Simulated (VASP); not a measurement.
A run of VASP 6.6.1 is set up as follows.

File POSCAR:

```
MgB2
1.0
    3.0444684625      0.0000000000      0.0000000000
   -1.5222342312      2.6365870295      0.0000000000
    0.0000000000      0.0000000000      3.4590108610
Mg B
1 2
Direct
    0.0000000000      0.0000000000      0.0000000000
    0.3333333333      0.6666666667      0.5000000000
    0.6666666667      0.3333333333      0.5000000000
```

The input INCAR.step1:

```
PREC = Accurate
ENCUT = 520
ISMEAR = 0
SIGMA = 0.1
LREAL = False
LASPH = True
NELM = 80
NBANDS = 11
GGA = PE
ALGO = Normal
EDIFF = 1E-4
LWAVE = True
LCHARG = False
```

The input INCAR.step2:

```
PREC = Accurate
ENCUT = 520
EDIFF = 1E-7
ISMEAR = 0
SIGMA = 0.1
LREAL = False
LASPH = True
NELM = 80
ALGO = Normal
ISIF = 2
LWAVE = False
LCHARG = False
METAGGA = R2SCAN
LMIXTAU = True
NBANDS = 11
ISTART = 1
```

File KPOINTS:

```
regular mesh
0
Gamma
  18 18 12
```

Potentials or basis: VASP PAW PBE potentials, release 64 (Mg, B).

Command:

```sh
$ cat potpaw_PBE.64/Mg/POTCAR potpaw_PBE.64/B/POTCAR > POTCAR
$ cp INCAR.step1 INCAR
$ mpirun -np 1 vasp_std > vasp.out
$ cp INCAR.step2 INCAR
$ mpirun -np 1 vasp_std > vasp.out
```

**Question.** What does it give for the pressure?

**Answer.** 4.4 GPa.

**Question.** Estimate the band gap on the k mesh.

**Answer.** Zero (band 4 reaches 7.55 eV, above the bottom of band 5 at 3.41 eV).

Stress tensor (GPa, compression positive):
```
4.50 0.00 0.00
0.00 4.50 0.00
0.00 0.00 4.17
```

Caveat: the PAW data sets were made with another functional, which shifts forces and pressure a little.
